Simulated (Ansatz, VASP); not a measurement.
Two plane-wave programs on Sb

```
Sb
1.0
     3.16000    0.00000    0.00000
     0.00000    3.16000    0.00000
     0.00000    0.00000    3.16000
Sb
1
Cartesian
  0.0000 0.0000 0.0000
```

Alike in both runs: task single point; functional LDA; k mesh 8 × 8 × 8; occupations tetrahedron; no spin polarisation.

|  | VASP | Ansatz |
| --- | --- | --- |
| version | VASP 6.6.1 | Ansatz 0.2.0 |
| potentials or method | VASP PAW LDA potentials, release 64 (Sb) | JTH PAW |
| plane-wave cutoff (eV) | 500 | 1950 |
| valence electrons in the cell | 5 | 15 |

Ansatz gave:

```
gap on the k mesh at the Fermi level (eV) : none
pressure (GPa)                            : -6.3
```

Problem. Which values does VASP return?

Solution. gap on the k mesh at the Fermi level (eV): none; pressure (GPa): -6.2.

LDA's correlation is that of Perdew and Zunger in VASP and of Perdew and Wang (1992) in Ansatz. A gap of «none» marks a metal or a gap that the smearing closes. VASP's potentials hold 5 valence electrons a cell and Ansatz's 15, so a difference there can come from the potentials and not from the codes.

Spin-orbit coupling is off throughout.
